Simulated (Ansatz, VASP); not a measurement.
One calculation of Ta2Se5, two programs

The input INCAR:

```
  ALGO = Normal
  EDIFF = 1E-6
  ENCUT = 520
  GGA = PE
  ISIF = 2
  ISMEAR = 0
  ISPIN = 2
  LASPH = T
  LCHARG = F
  LMAXMIX = 4
  LORBIT = 11
  LREAL = F
  LWAVE = F
  MAGMOM = 1 1 0 0 0 0 0
  NBANDS = 39
  NELM = 150
  PREC = Accurate
  SIGMA = 0.1
```

File KPOINTS:

```
k-points
0
Gamma
  6 6 2
```

File POSCAR:

```
Ta2Se5
1.0
    4.9144230292      0.0000000000      0.0000000000
   -2.4572115146      4.2560151882      0.0000000000
    0.0000000000      0.0000000000      7.8612776330
Ta Se
2 5
Direct
    0.0000000000      0.0000000000      0.8561463326
    0.0000000000      0.0000000000      0.1438536674
    0.3333333333      0.6666666667      0.0000000000
    0.6666666667      0.3333333333      0.0000000000
    0.3333333333      0.6666666667      0.5000000000
    0.6666666667      0.3333333333      0.5000000000
    0.0000000000      0.0000000000      0.5000000000
```

Input for Ansatz:

```yaml
crystal:
  lattice:
    - [4.9144230292, 0.0, 0.0]
    - [-2.4572115146, 4.2560151882, 0.0]
    - [0.0, 0.0, 7.861277633]
  atoms:
    - { symbol: Ta, position: [0.0, 0.0, 0.8561463326], spin: 1.0 }
    - { symbol: Ta, position: [0.0, 0.0, 0.1438536674], spin: 1.0 }
    - { symbol: Se, position: [0.3333333333, 0.6666666667, 0.0] }
    - { symbol: Se, position: [0.6666666667, 0.3333333333, 0.0] }
    - { symbol: Se, position: [0.3333333333, 0.6666666667, 0.5] }
    - { symbol: Se, position: [0.6666666667, 0.3333333333, 0.5] }
    - { symbol: Se, position: [0.0, 0.0, 0.5] }
basis:
  ecutwfc: 420
kpoints:
  mp_grid: { grid: [6, 6, 2] }
hamiltonian:
  xc: pbe
scf:
  occupations: { method: gaussian, width: 0.1 }
  lower_state_search: "off"
output:
  forces: true
  stress: true
  eigenvalues: true
  populations: true
magnetization:
  spin_polarized: true
```

Alike in both runs: task single point; functional PBE; k mesh 6 × 6 × 2; occupations gaussian, width 0.1 eV; collinear spin.

```csv
,VASP,Ansatz
version,VASP 6.6.1,Ansatz 0.2.0
potentials or method,"VASP PAW PBE potentials, release 64 (Ta_pv, Se), cutoff 520 eV","scalar-relativistic, plane waves, PAW"
valence electrons in the cell,52,106
```

```tsv
	VASP	Ansatz	Ansatz less VASP
gap on the k mesh at the Fermi level (eV)	none	none	-
pressure (GPa)	-0.9	-1.1	-0.16
traceless stress, the component that is largest in VASP (GPa)	-3.70	-3.94	-0.241
rms of the force components (eV/Å)	0.124	0.168	+0.0443
net moment per atom (μB)	0.00	0.00	0.000
```

Atom by atom the forces differ by 0.044 eV/Å (rms over components). A gap of «none» marks a metal or a gap that the smearing closes. With one functional, cell and mesh, what is left measures potentials, basis and numerics. VASP's potentials hold 52 valence electrons a cell and Ansatz's 106, so a difference there can come from the potentials and not from the codes. Ansatz's warnings: seeded moment not kept.

The k mesh is coarse, so the values compare programs but aren't converged. Neither program's run includes spin-orbit coupling.
